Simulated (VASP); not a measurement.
# PbF2 (Fm-3m) in VASP: notebook, part 3 of 3

VASP 6.6.1. Earlier steps stand in the parts before.

### Step 6. Single point, r2SCAN

This run uses another cell than the first one, of 18.01 Å³/atom.

Contents of POSCAR:

```
PbF2
1.0
    0.0000000000      3.0003965140      3.0003965140
    3.0003965140      0.0000000000      3.0003965140
    3.0003965140      3.0003965140      0.0000000000
Pb F
1 2
Direct
    0.0000000000      0.0000000000      0.0000000000
    0.2500000000      0.2500000000      0.2500000000
    0.7500000000      0.7500000000      0.7500000000
```

Contents of INCAR.step1:

```
ALGO     = Normal         # electronic algorithm
EDIFF    = 1E-4           # SCF threshold, eV
ENCUT    = 520            # plane-wave cutoff, eV
GGA      = PE             # functional
ISMEAR   = 0              # smearing method
LASPH    = T              # aspherical terms in the spheres
LCHARG   = F              # write CHGCAR
LREAL    = F              # projectors in reciprocal space
LWAVE    = T              # write WAVECAR
NBANDS   = 21             # bands
NELM     = 60             # most SCF steps
PREC     = Accurate       # precision mode
SIGMA    = 0.05           # smearing width, eV
```

Contents of INCAR.step2:

```
ALGO     = Normal         # electronic algorithm
EDIFF    = 1E-6           # SCF threshold, eV
ENCUT    = 520            # plane-wave cutoff, eV
ISIF     = 2              # what is computed and relaxed
ISMEAR   = 0              # smearing method
ISTART   = 1            
LASPH    = T              # aspherical terms in the spheres
LCHARG   = F              # write CHGCAR
LMIXTAU  = T            
LREAL    = F              # projectors in reciprocal space
LWAVE    = F              # write WAVECAR
METAGGA  = R2SCAN         # meta-GGA
NBANDS   = 21             # bands
NELM     = 60             # most SCF steps
PREC     = Accurate       # precision mode
SIGMA    = 0.05           # smearing width, eV
```

Contents of KPOINTS:

```
k-points
0
Gamma
  8 8 8
```

Potentials or basis: VASP PAW PBE potentials, release 64 (Pb_d, F).

Command:

```sh
cat potpaw_PBE.64/Pb_d/POTCAR potpaw_PBE.64/F/POTCAR > POTCAR
cp INCAR.step1 INCAR
mpirun -np 1 vasp_std > vasp.out
cp INCAR.step2 INCAR
mpirun -np 1 vasp_std > vasp.out
```

OUTCAR:

```text
EDIFF = 1E-6
   ENCUT = 520
   ISIF = 2
   ISMEAR = 0
   ISTART = 1
   LASPH = T
   LREAL = F
   METAGGA = R2SCAN
   NELM = 60
   PREC = Accurate

 ion  position               nearest neighbor table
   1  0.000  0.000  0.000-   3 2.60   3 2.60   3 2.60   2 2.60   3 2.60   2 2.60   2 2.60   2 2.60

   2  0.250  0.250  0.250-   1 2.60   1 2.60   1 2.60   1 2.60
   3  0.750  0.750  0.750-   1 2.60   1 2.60   1 2.60   1 2.60

  LATTYP: Found a face centered cubic cell.
 ALAT       =     6.0007930280

  Lattice vectors:

 A1 = (   0.0000000000,   3.0003965140,   3.0003965140)
 A2 = (   3.0003965140,   0.0000000000,   3.0003965140)
 A3 = (   3.0003965140,   3.0003965140,   0.0000000000)

Analysis of symmetry for initial positions (statically):
=====================================================================
 Subroutine PRICEL returns:
 Original cell was already a primitive cell.

 Routine SETGRP: Setting up the symmetry group for a
 face centered cubic supercell.

 Subroutine GETGRP returns: Found 48 space group operations
 (whereof 48 operations were pure point group operations)
 out of a pool of 48 trial point group operations.

The static configuration has the point symmetry O_h .

Analysis of symmetry for dynamics (positions and initial velocities):
=====================================================================
 Subroutine PRICEL returns:
 Original cell was already a primitive cell.

 Routine SETGRP: Setting up the symmetry group for a
 face centered cubic supercell.

 Subroutine GETGRP returns: Found 48 space group operations
 (whereof 48 operations were pure point group operations)
 out of a pool of 48 trial point group operations.

The dynamic configuration has the point symmetry O_h .

[... 100 lines left out ...]
   EDIFF  = 0.1E-05   stopping-criterion for ELM
   LREAL  =      F    real-space projection
[... 7 lines left out ...]
   TEBEG  =    0.0;   TEEND  =   0.0 temperature during run
   PSTRESS=    0.0 pullay stress
   NELECT =      28.0000    total number of electrons
   NUPDOWN=      -1.0000    fix difference up-down
   EMIN   =  10.00;   EMAX   =-10.00  energy-range for DOS
   EFERMI =   0.00;   METHOD = LEGACY
   ISMEAR =     0;   SIGMA  =   0.05  broadening in eV -4-tet -1-fermi 0-gaus
   EFERMI_NEDOS =   21; number of points for ismear=-14 and -15
   IALGO  =     38    algorithm
   IMIX   =      4    mixing-type and parameters
     AMIX     =   0.40;   BMIX     =  1.00
     AMIX_MAG =   1.60;   BMIX_MAG =  1.00
  volume/ion in A,a.u.               =      18.01       121.52
  Fermi-wavevector in a.u.,A,eV,Ry     =   1.315040  2.485065 23.528954  1.729329
  Thomas-Fermi vector in A             =   2.445250
   LORBIT       =      0    0 simple, 1 ext, 2 COOP (PROOUT), +10 PAW based schemes
   METAGGA = R2SCAN    functional components
   LHFCALC =     F    Hartree Fock is set to
   AEXX    =    0.0000 exact exchange contribution
   IVDW    =     0    specifies the selected vdW correction
   LEPSILON=     F    determine dielectric tensor
   LRPA    =     F    only Hartree local field effects (RPA)
 non-spin polarized calculation
 Gauss-broadening in eV      SIGMA  =   0.05
  energy-cutoff  :      520.00
  volume of cell :       54.02
 maximum number of plane-waves:      1475
   NGX = 15   NGY = 15   NGZ = 15

 number of electron      28.0000030 magnetization

 Free energy of the ion-electron system (eV)
  ---------------------------------------------------
  ext. energy  EPLUGINS =         0.00000000
  ---------------------------------------------------
  free energy    TOTEN  =       -70.14513106 eV

  energy without entropy =      -70.14513106  energy(sigma->0) =      -70.14513106

 E-fermi :   1.2899     XC(G=0):  -9.8122

 val. band max:        1.0524220111   @ k =  -0.2500   0.5000   0.2500
 cond. band min:       5.9930779295   @ k =   0.5000   0.5000   0.0000
 fundamental gap:      4.9406559184
 Fermi energy:         1.2898538935

 k-point     1 :       0.0000    0.0000    0.0000
  band No.  band energies     occupation
      1     -21.0238      2.00000
      2     -20.4945      2.00000
      3     -13.7679      2.00000
      4     -13.7679      2.00000
      5     -13.7679      2.00000
      6     -13.7326      2.00000
[... 565 lines left out ...]
     20      17.6165      0.00000
     21      18.0870      0.00000

 [... further k-points ...]
[... 5 lines left out ...]
  --------------------------------------------------------------------------------------
  -------------------------------------------------------------------------------------
  Total       -0.9831035     -0.9831035     -0.9831035      0.0000000      0.0000000     -0.0000000
  in kB      -29.1570699    -29.1570699    -29.1570699      0.0000000      0.0000000     -0.0000000
  external PRESSURE =     -29.1570699 kB  Pullay stress =       0.0000000 kB

 VOLUME and BASIS-vectors are now :
 -----------------------------------------------------------------------------
  energy-cutoff  :      520.00
  volume of cell :       54.02
      direct lattice vectors                 reciprocal lattice vectors
     0.000000000  3.000396514  3.000396514    -0.166644641  0.166644641  0.166644641
     3.000396514  0.000000000  3.000396514     0.166644641 -0.166644641  0.166644641
     3.000396514  3.000396514  0.000000000     0.166644641  0.166644641 -0.166644641

 POSITION                                       TOTAL-FORCE (eV/Angst)
 -----------------------------------------------------------------------------------
      0.00000      0.00000      0.00000        -0.000000     -0.000000      0.000000
      1.50020      1.50020      1.50020        -0.000000     -0.000000     -0.000000
      4.50059      4.50059      4.50059         0.000000      0.000000      0.000000
 -----------------------------------------------------------------------------------
    total drift:                                0.000000     -0.000000      0.000000

  FREE ENERGIE OF THE ION-ELECTRON SYSTEM (eV)
  ---------------------------------------------------
  free  energy   TOTEN  =       -70.1451310647 eV

  energy  without entropy=      -70.1451310647  energy(sigma->0) =      -70.14513106
```

OSZICAR.step1:

```text
N       E                     dE             d eps       ncg     rms          rms(c)
DAV:   1     0.297549440985E+03    0.29755E+03   -0.14578E+04  1231   0.151E+03
DAV:   2     0.119042794021E+02   -0.28565E+03   -0.26797E+03  1320   0.424E+02
DAV:   3    -0.155547587545E+02   -0.27459E+02   -0.27106E+02  1466   0.140E+02
DAV:   4    -0.163375485215E+02   -0.78279E+00   -0.78232E+00  1371   0.247E+01
DAV:   5    -0.163632616173E+02   -0.25713E-01   -0.25711E-01  1569   0.463E+00    0.808E+00
DAV:   6    -0.143643217084E+02    0.19989E+01   -0.91022E+00  1639   0.232E+01    0.275E+00
DAV:   7    -0.143584354864E+02    0.58862E-02   -0.48449E-01  1273   0.413E+00    0.160E+00
DAV:   8    -0.143531996638E+02    0.52358E-02   -0.11108E-01  1278   0.355E+00    0.556E-01
DAV:   9    -0.143497973829E+02    0.34023E-02   -0.21602E-02  1576   0.104E+00    0.107E-01
DAV:  10    -0.143509971422E+02   -0.11998E-02   -0.19249E-03  1263   0.425E-01    0.395E-02
DAV:  11    -0.143509526699E+02    0.44472E-04   -0.16949E-04  1193   0.124E-01
   1 F= -.14350953E+02 E0= -.14350953E+02  d E =-.344660E-11
```

It took 73 s on 1 thread of AMD EPYC 9R45 (Zen 5), shared host; peak memory 0.17 GiB.

Results:

| Quantity | Value |
| --- | --- |
| Free energy | -70.1451 eV |
| Pressure | -2.9 GPa |
| Band gap on the k mesh | 4.94 eV (least direct gap 5.08 eV) |

Caveat: the PAW data sets were made with another functional, which shifts forces and pressure a little; spin-orbit coupling is left out, which moves the levels of the heavy elements. A k mesh can miss the band edges.

### Step 7. Summary

| cell | gap on the mesh (eV) | pressure (GPa) |
| --- | --- | --- |
| a = 4.159 Å, angles 60.0°, 3 atoms | 4.92 | 1.6 |
| a = 4.187 Å, angles 60.0°, 3 atoms | 4.93 | -0.1 |
| a = 4.217 Å, angles 60.0°, 3 atoms | 4.94 | -1.6 |
| a = 4.214 Å, angles 60.0°, 3 atoms | 4.94 | -1.5 |
| a = 4.243 Å, angles 60.0°, 3 atoms | 4.94 | -2.9 |

Alike in all rows: task single point; level r2SCAN; potentials or basis VASP PAW PBE potentials, release 64 (Pb_d, F); no spin polarisation; k mesh 8 × 8 × 8; cutoff (eV) 520; smearing gaussian 0.05 eV.

Caveats: the PAW data sets were made with another functional, which shifts forces and pressure a little; spin-orbit coupling is left out, which moves the levels of the heavy elements.

Total energies depend on the potentials used, so only differences within one code and one set of settings carry meaning.
